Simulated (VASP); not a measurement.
# FePt in VASP: further runs

Aim: see how the results for FePt move with the level of theory and the settings. Levels: PBEsol, PBE. Tasks: single point.

Everything below comes from runs of VASP 6.6.1. Logs are shortened: lines on timing, memory, paths and dates and some standing lists are left out, and cuts for length are marked.

## (1) The cell of the first run

The cell holds a slab with vacuum, 6 atoms: a = 2.722 Å, b = 2.722 Å, c = 24.250 Å, α = 90.00°, β = 90.00°, γ = 90.00°.

## (2) Single point, PBEsol, collinear spin, ferromagnetic start

INCAR

```
  PREC = Accurate
  ENCUT = 520
  EDIFF = 1E-7
  ISMEAR = -1
  SIGMA = 0.05
  LREAL = False
  LASPH = True
  NELM = 150
  ALGO = Normal
  ISIF = 2
  LWAVE = False
  LCHARG = False
  ISPIN = 2
  MAGMOM = 3 3 3 0 0 0
  LORBIT = 11
  LMAXMIX = 4
  LDIPOL = True
  IDIPOL = 3
  DIPOL = 0.5 0.5 0.500
  GGA = PS
  NBANDS = 40
```

KPOINTS

```
regular mesh
0
Gamma
  7 7 1
```

POSCAR

```
FePt
1.0
    2.7216540008      0.0000000000      0.0000000000
    0.0000000000      2.7216540008      0.0000000000
    0.0000000000      0.0000000000     24.2500000000
Fe Pt
3 3
Direct
    0.5000000000      0.5000000000      0.3092783505
    0.5000000000      0.5000000000      0.4618556701
    0.5000000000      0.5000000000      0.6144329897
    0.0000000000      0.0000000000      0.3855670103
    0.0000000000      0.0000000000      0.5381443299
    0.0000000000      0.0000000000      0.6907216495
```

Potentials or basis: VASP PAW PBE potentials, release 64 (Fe, Pt).

The run is started by

```
> cat potpaw_PBE.64/Fe/POTCAR potpaw_PBE.64/Pt/POTCAR > POTCAR
> mpirun -np 1 vasp_std > vasp.out
```

OUTCAR:

```text
PREC = Accurate
   ENCUT = 520
   EDIFF = 1E-7
   ISMEAR = -1
   LREAL = False
   LASPH = True
   NELM = 150
   ISIF = 2
   ISPIN = 2
   LORBIT = 11
   GGA = PS

 ion  position               nearest neighbor table
   1  0.500  0.500  0.309-   4 2.67   4 2.67   4 2.67   4 2.67
   2  0.500  0.500  0.462-   4 2.67   5 2.67   4 2.67   5 2.67   4 2.67   5 2.67   4 2.67   5 2.67

   3  0.500  0.500  0.614-   5 2.67   6 2.67   5 2.67   6 2.67   5 2.67   6 2.67   5 2.67   6 2.67

   4  0.000  0.000  0.386-   1 2.67   2 2.67   1 2.67   2 2.67   1 2.67   2 2.67   1 2.67   2 2.67

   5  0.000  0.000  0.538-   2 2.67   3 2.67   2 2.67   3 2.67   2 2.67   3 2.67   2 2.67   3 2.67

   6  0.000  0.000  0.691-   3 2.67   3 2.67   3 2.67   3 2.67

  LATTYP: Found a simple tetragonal cell.
 ALAT       =     2.7216540008
 C/A-ratio  =     8.9100230936

  Lattice vectors:

 A1 = (   2.7216540008,   0.0000000000,   0.0000000000)
 A2 = (   0.0000000000,   2.7216540008,   0.0000000000)
 A3 = (   0.0000000000,   0.0000000000,  24.2500000000)

Analysis of symmetry for initial positions (statically):
=====================================================================
 Subroutine PRICEL returns:
 Original cell was already a primitive cell.

 Routine SETGRP: Setting up the symmetry group for a
 simple tetragonal supercell.

 Subroutine GETGRP returns: Found  8 space group operations
 (whereof  8 operations were pure point group operations)
 out of a pool of 16 trial point group operations.

The static configuration has the point symmetry C_4v.

Analysis of symmetry for dynamics (positions and initial velocities):
=====================================================================
 Subroutine PRICEL returns:
 Original cell was already a primitive cell.

 Routine SETGRP: Setting up the symmetry group for a
 simple tetragonal supercell.

 Subroutine GETGRP returns: Found  8 space group operations
 (whereof  8 operations were pure point group operations)
 out of a pool of 16 trial point group operations.

The dynamic configuration has the point symmetry C_4v.

Analysis of structural, dynamic, and magnetic symmetry:
=====================================================================
 Subroutine PRICEL returns:
 Original cell was already a primitive cell.

 Routine SETGRP: Setting up the symmetry group for a
 simple tetragonal supercell.

 Subroutine GETGRP returns: Found  8 space group operations
 (whereof  8 operations were pure point group operations)
 out of a pool of 16 trial point group operations.

The overall configuration has the point symmetry C_4v.

 Subroutine INISYM returns: Found  8 space group operations
 (whereof  8 operations are pure point group operations),
 and found     1 'primitive' translations

----------------------------------------------------------------------------------------

                                     Primitive cell

  volume of cell :     179.6295

  direct lattice vectors                    reciprocal lattice vectors
     2.721654001  0.000000000  0.000000000     0.367423633  0.000000000  0.000000000
     0.000000000  2.721654001  0.000000000     0.000000000  0.367423633  0.000000000
     0.000000000  0.000000000 24.250000000     0.000000000  0.000000000  0.041237113

  length of vectors
     2.721654001  2.721654001 24.250000000     0.367423633  0.367423633  0.041237113

  position of ions in fractional coordinates (direct lattice)
     0.500000000  0.500000000  0.309278351
     0.500000000  0.500000000  0.461855670
     0.500000000  0.500000000  0.614432990
     0.000000000  0.000000000  0.385567010
     0.000000000  0.000000000  0.538144330
     0.000000000  0.000000000  0.690721649

  ion indices of the primitive-cell ions
   primitive index   ion index
                 1           1
                 2           2
                 3           3
                 4           4
                 5           5
                 6           6

----------------------------------------------------------------------------------------

 KPOINTS: regular mesh

Automatic generation of k-mesh.
 Grid dimensions read from file:
 generate k-points for:    7    7    1

 Generating k-lattice:

  Cartesian coordinates                     Fractional coordinates (reciprocal lattice)
     0.052489090  0.000000000  0.000000000     0.142857143  0.000000000  0.000000000
     0.000000000  0.052489090  0.000000000     0.000000000  0.142857143  0.000000000
     0.000000000  0.000000000  0.041237113     0.000000000  0.000000000  1.000000000

  Length of vectors
     0.052489090  0.052489090  0.041237113

  Shift w.r.t. Gamma in fractional coordinates (k-lattice)
     0.000000000  0.000000000  0.000000000

 Subroutine IBZKPT returns following result:
 ===========================================

 Found     10 irreducible k-points:

 Following reciprocal coordinates:
            Coordinates               Weight
  0.000000  0.000000  0.000000      1.000000
  0.142857  0.000000  0.000000      4.000000
  0.285714  0.000000  0.000000      4.000000
  0.428571  0.000000  0.000000      4.000000
  0.142857  0.142857  0.000000      4.000000
  0.285714  0.142857  0.000000      8.000000
  0.428571  0.142857  0.000000      8.000000
  0.285714  0.285714  0.000000      4.000000
  0.428571  0.285714  0.000000      8.000000
  0.428571  0.428571  0.000000      4.000000
   k-points           NKPTS =     10   k-points in BZ     NKDIM =     10   number of bands    NBANDS=     40
   number of dos      NEDOS =    301   number of ions     NIONS =      6
   total plane-waves  NPLWV =  72000
   dimension x,y,z NGX =    20 NGY =   20 NGZ =  180
   dimension x,y,z NGXF=    40 NGYF=   40 NGZF=  360
   ions per type =               3   3
   NGX,Y,Z   is equivalent  to a cutoff of  12.22, 12.22, 12.34 a.u.
   NGXF,Y,Z  is equivalent  to a cutoff of  24.43, 24.43, 24.68 a.u.
 SYSTEM =  unknown system
   PREC   = accura    normal or accurate (medium, high low for compatibility)
   ISTART =      0    job   : 0-new  1-cont  2-samecut
   ICHARG =      2    charge: 1-file 2-atom 10-const
   ISPIN  =      2    spin polarized calculation?
   LNONCOLLINEAR =      F non collinear calculations
   LSORBIT =      F    spin-orbit coupling
   LASPH  =      T    aspherical Exc in radial PAW
   ENCUT  =  520.0 eV  38.22 Ry    6.18 a.u.   5.06  5.06 45.09*2*pi/ulx,y,z
   NELM   =    150;   NELMIN=  2; NELMDL= -5     # of ELM steps
   EDIFF  = 0.1E-06   stopping-criterion for ELM
   LREAL  =      F    real-space projection
   EDIFFG = 0.1E-05   stopping-criterion for IOM
   NSW    =      0    number of steps for IOM
   IBRION =     -1    ionic relax: 0-MD 1-quasi-New 2-CG
   NFREE  =      0    steps in history (QN), initial steepest desc. (CG)
   ISIF   =      2    stress and relaxation
   ISYM   =      2    0-nonsym 1-usesym 2-fastsym
   POTIM  = 0.5000    time-step for ionic-motion
   TEBEG  =    0.0;   TEEND  =   0.0 temperature during run
   PSTRESS=    0.0 pullay stress
   NELECT =      54.0000    total number of electrons
   NUPDOWN=      -1.0000    fix difference up-down
   EMIN   =  10.00;   EMAX   =-10.00  energy-range for DOS
   EFERMI =   0.00;   METHOD = LEGACY
   ISMEAR =    -1;   SIGMA  =   0.05  broadening in eV -4-tet -1-fermi 0-gaus
   EFERMI_NEDOS =   21; number of points for ismear=-14 and -15
   IALGO  =     38    algorithm
   IMIX   =      4    mixing-type and parameters
     AMIX     =   0.40;   BMIX     =  1.00
     AMIX_MAG =   1.60;   BMIX_MAG =  1.00
  volume/ion in A,a.u.               =      29.94       202.03
  Fermi-wavevector in a.u.,A,eV,Ry     =   1.096681  2.072426 16.363845  1.202709
  Thomas-Fermi vector in A             =   2.233027
   LORBIT       =     11    0 simple, 1 ext, 2 COOP (PROOUT), +10 PAW based schemes
   GGA     = PS    functional components
   LHFCALC =     F    Hartree Fock is set to
   AEXX    =    0.0000 exact exchange contribution
   IVDW    =     0    specifies the selected vdW correction
   LEPSILON=     F    determine dielectric tensor
   LRPA    =     F    only Hartree local field effects (RPA)
 spin polarized calculation
  energy-cutoff  :      520.00
  volume of cell :      179.63
 maximum number of plane-waves:      4872
   NGX = 11   NGY = 11   NGZ = 91

 dipolmoment           0.000000      0.000000     -0.025509 electrons x Angstroem

 number of electron      53.9999970 magnetization       9.9589039

 dipolmoment           0.000000      0.000000      0.033437 electrons x Angstroem

 Free energy of the ion-electron system (eV)
  ---------------------------------------------------
  ext. energy  EPLUGINS =         0.00000000
  ---------------------------------------------------
  free energy    TOTEN  =       -46.40186875 eV

  energy without entropy =      -46.36108590  energy(sigma->0) =      -46.38147732

 E-fermi :   1.3551     XC(G=0):  -6.8743

 val. band max:        1.3452634397   @ k =   0.4286   0.1429   0.0000
 cond. band min:       1.3735011625   @ k =   0.4286   0.4286   0.0000
 fundamental gap:      0.0282377227
 Fermi energy:         1.3551299772

 spin component 1

 k-point     1 :       0.0000    0.0000    0.0000
  band No.  band energies     occupation
      1      -8.0611      1.00000
      2      -7.2654      1.00000
      3      -6.1295      1.00000
      4      -4.8879      1.00000
      5      -4.7980      1.00000
      6      -4.5745      1.00000
[... 31 lines left out ...]
     38       5.7567      0.00000
     39       6.5827      0.00000

 k-point     2 :       0.1429    0.0000    0.0000
  band No.  band energies     occupation
      1      -7.5505      1.00000
      2      -6.7834      1.00000
      3      -5.6823      1.00000
      4      -4.6648      1.00000
      5      -4.4014      1.00000
      6      -4.3209      1.00000
[... 325 lines left out ...]
     38       7.4011      0.00000
     39       8.4828      0.00000

 k-point    10 :       0.4286    0.4286    0.0000
  band No.  band energies     occupation
      1      -5.2790      1.00000
      2      -4.8943      1.00000
      3      -4.1945      1.00000
      4      -4.1809      1.00000
      5      -4.1467      1.00000
      6      -4.0100      1.00000
[... 31 lines left out ...]
     38       8.6321      0.00000
     39       9.4813      0.00000
 Fermi energy:         1.3551299772

 spin component 2

 k-point     1 :       0.0000    0.0000    0.0000
  band No.  band energies     occupation
      1      -7.8914      1.00000
      2      -7.1100      1.00000
      3      -5.9919      1.00000
      4      -4.4515      1.00000
      5      -4.3438      1.00000
      6      -4.2914      1.00000
[... 31 lines left out ...]
     38       5.8273      0.00000
     39       6.7114      0.00000

 k-point     2 :       0.1429    0.0000    0.0000
  band No.  band energies     occupation
      1      -7.3748      1.00000
      2      -6.6120      1.00000
      3      -5.5155      1.00000
      4      -4.2271      1.00000
      5      -3.9915      1.00000
      6      -3.9361      1.00000
[... 325 lines left out ...]
     38       7.9527      0.00000
     39       9.0522      0.00000

 k-point    10 :       0.4286    0.4286    0.0000
  band No.  band energies     occupation
      1      -4.9050      1.00000
      2      -4.6079      1.00000
      3      -3.7655      1.00000
      4      -3.5076      1.00000
      5      -3.4955      1.00000
      6      -3.4438      1.00000
[... 31 lines left out ...]
     38       9.2492      0.00000
     39      10.1537      0.00000
 [bands above 39 left out]

------------------------ aborting loop because EDIFF is reached ----------------------------------------

 vacuum level on the upper side and lower side of the slab       (xc-potential included)         0.341        -0.474

  FORCE on cell =-STRESS in cart. coord.  units (eV):
  Direction    XX          YY          ZZ          XY          YZ          ZX
  --------------------------------------------------------------------------------------
  -------------------------------------------------------------------------------------
  Total       -5.9179149     -5.9179149     -2.9401983      0.0000000      0.0000000     -0.0000000
  in kB      -52.7839312    -52.7839312    -26.2246459      0.0000000      0.0000000     -0.0000000
  external PRESSURE =     -43.9308361 kB  Pullay stress =       0.0000000 kB

 VOLUME and BASIS-vectors are now :
 -----------------------------------------------------------------------------
  energy-cutoff  :      520.00
  volume of cell :      179.63
      direct lattice vectors                 reciprocal lattice vectors
     2.721654001  0.000000000  0.000000000     0.367423633  0.000000000  0.000000000
     0.000000000  2.721654001  0.000000000     0.000000000  0.367423633  0.000000000
     0.000000000  0.000000000 24.250000000     0.000000000  0.000000000  0.041237113

 POSITION                                       TOTAL-FORCE (eV/Angst)
 -----------------------------------------------------------------------------------
      1.36083      1.36083      7.50000         0.000000     -0.000000      0.488427
      1.36083      1.36083     11.20000         0.000000     -0.000000      0.080877
      1.36083      1.36083     14.90000         0.000000     -0.000000      0.569119
      0.00000      0.00000      9.35000         0.000000     -0.000000     -0.368629
      0.00000      0.00000     13.05000         0.000000     -0.000000     -0.104068
      0.00000      0.00000     16.75000         0.000000      0.000000     -0.665727
 -----------------------------------------------------------------------------------
    total drift:                               -0.000000     -0.000000     -0.000307

  FREE ENERGIE OF THE ION-ELECTRON SYSTEM (eV)
  ---------------------------------------------------
  free  energy   TOTEN  =       -46.4018687472 eV

  energy  without entropy=      -46.3610859020  energy(sigma->0) =      -46.38147732

 vacuum level on the upper side and lower side of the slab         6.479         5.652

 total charge

# of ion       s       p       d       tot
------------------------------------------
    1        0.397   0.318   6.105   6.819
    2        0.414   0.460   6.138   7.012
    3        0.410   0.454   6.112   6.975
    4        0.707   0.671   8.044   9.422
    5        0.708   0.672   8.054   9.434
    6        0.691   0.415   8.068   9.174
--------------------------------------------------
tot          3.327   2.990  42.521  48.837

 magnetization (x)

# of ion       s       p       d       tot
------------------------------------------
    1        0.009  -0.005   2.996   3.001
    2        0.005  -0.009   2.872   2.868
    3        0.006  -0.001   2.983   2.988
    4       -0.028  -0.067   0.399   0.305
    5       -0.027  -0.068   0.417   0.322
    6       -0.009  -0.005   0.341   0.327
--------------------------------------------------
tot         -0.043  -0.154  10.008   9.811
```

Run time: 3.7 min. Hardware: 1 thread of Intel Xeon 6975P-C (Granite Rapids), shared host; peak memory 0.39 GiB.

What came out:

| Property | Result |
| --- | --- |
| Free energy | -46.4019 eV |
| Largest force | 0.666 eV/Å |
| Net moment | 9.96 μB per cell |
| Site moments | Fe +3.00, +2.87, +2.99; Pt +0.30, +0.32, +0.33 μB |
| Valence electrons inside the program's atomic spheres | Fe 6.82, 7.01, 6.97; Pt 9.42, 9.43, 9.17 |

Forces in eV/Å, atoms in the order of the input:
```
Fe   0.000  0.000  0.488
Fe   0.000  0.000  0.081
Fe   0.000  0.000  0.569
Pt   0.000  0.000 -0.369
Pt   0.000  0.000 -0.104
Pt   0.000  0.000 -0.666
```

Levels at points of the mesh, in eV from the Fermi level:
Spin up:
```csv
k point,band 30,band 31,band 32,band 33,band 34,band 35,band 36,band 37
"(0.00, 0.00, 0.00)",-0.91,-0.76,-0.58,-0.47,-0.47,-0.15,0.63,1.84
```
Spin down:
```tsv
k point	band 20	band 21	band 22	band 23	band 24	band 25	band 26	band 27
(0.00, 0.00, 0.00)	-0.81	-0.76	-0.67	-0.07	0.11	0.36	0.44	0.68
```

Caveat: the PAW data sets were made with another functional, which shifts forces and pressure a little; spin-orbit coupling is left out, which moves the levels of the heavy elements.

(Part 1 of 2 ends here.)
